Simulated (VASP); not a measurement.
Runs of VASP 6.6.1 on O. The structure is that of space group R-3m (No. 166), or close to it. The cells are those of the table. 

| cell | gap on the mesh (eV) | pressure (GPa) | largest force (eV/Å) |
| --- | --- | --- | --- |
| a = 3.733 Å, angles 44.2°, 2 atoms | none | 6.6 | 5.18 |
| a = 3.809 Å, angles 44.2°, 2 atoms | none | -0.6 | 2.73 |
| a = 3.834 Å, angles 44.2°, 2 atoms | none | (b) | 2.02 |
| a = 3.758 Å, angles 44.2°, 2 atoms | none | 4.0 | 4.31 |
| a = 3.858 Å, angles 44.2°, 2 atoms | none | (a) | 1.35 |

Alike in all rows: task single point; level LDA; potentials or basis VASP PAW LDA potentials, release 64 (O); no spin polarisation; k mesh 8 × 8 × 8; cutoff (eV) 600; smearing fermi-dirac 0.05 eV.

**Question.** Fill in the values left out.

**Answer.** (a) -4.2; (b) -2.5.

Caveats: the standard files for N, O and F lose accuracy on very short bonds; spin is off for a triplet molecule; forces of over 1 eV/Å act on the atoms, so gaps and moduli don't describe the material at rest; the cell stands under pressure (at least some runs); the cell stands under tension (at least some runs).

A gap of «none» marks levels without a gap at the run's occupations.
